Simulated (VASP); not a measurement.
Here is a VASP 6.6.1 calculation.

File INCAR:

```
  PREC = Accurate
  ENCUT = 520
  EDIFF = 1E-7
  ISMEAR = -1
  SIGMA = 0.05
  LREAL = False
  LASPH = True
  NELM = 100
  ALGO = Normal
  ISIF = 2
  LWAVE = False
  LCHARG = True
  GGA = CA
  LELF = True
  LVHAR = True
  NBANDS = 11
```

KPOINTS

```
Automatic mesh
0
Gamma
  17 17 17
```

The input POSCAR:

```
Ni
1.0
   -1.4704171015      1.4704171015      1.4704171015
    1.4704171015     -1.4704171015      1.4704171015
    1.4704171015      1.4704171015     -1.4704171015
Ni
1
Direct
    0.0000000000      0.0000000000      0.0000000000
```

Potentials or basis: VASP PAW LDA potentials, release 64 (Ni).

Command:

```bash
$ cat potpaw_LDA.64/Ni/POTCAR > POTCAR
$ mpirun -np 1 vasp_std > vasp.out
```

(1) Estimate the band gap on the k mesh.

(2) What does it give for the pressure?

## Answers

(1) zero (bands 5 and 6 overlap by 0.75 eV).

(2) -33.2 GPa.

Caveat: the cell stands under tension; the run has no spin polarisation, though such a crystal can be magnetic.
